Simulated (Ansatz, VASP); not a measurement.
# SnO2: VASP beside Ansatz

```
Sn O
1.0
    -2.08741    2.08741    4.72883
     2.08741   -2.08741    4.72883
     2.08741    2.08741   -4.72883
Sn O
2 4
Direct
  0.75000 0.25000 0.50000
  0.00000 0.00000 0.00000
  0.78692 0.78692 0.00000
  0.96308 0.46308 0.50000
  0.21308 0.21308 0.00000
  0.53692 0.03692 0.50000
```

Alike in both runs: functional PBEsol; k mesh 10 × 10 × 10; occupations gaussian, width 0.05 eV; no spin polarisation.

Ansatz relaxed the structure, and its values are those at the end. VASP's run is a single point on that final structure, the one shown.

|  | VASP | Ansatz |
| --- | --- | --- |
| version | VASP 6.6.1 | Ansatz 0.2.0 |
| potentials or method | VASP PAW PBE potentials, release 64 (Sn_d, O), cutoff 520 eV | scalar-relativistic, plane waves, PAW |
| valence electrons in the cell | 52 | 52 |

|  | VASP | Ansatz | Ansatz less VASP |
| --- | --- | --- | --- |
| gap on the k mesh at the Fermi level (eV) | 1.60 | 1.61 | +0.011 |
| least direct gap on the mesh (eV) | 2.17 | 2.18 | +0.008 |
| pressure (GPa) | -0.5 | -1.1 | -0.65 |
| rms of the force components (eV/Å) | 0.025 | 0.000 | -0.0252 |

VASP's potentials were made for PBE, not for PBEsol, and Ansatz warns of the same on its side. The functional is the same, so the differences come from potentials, cutoffs and numerics. Ansatz's warnings: stress scf threshold loose.
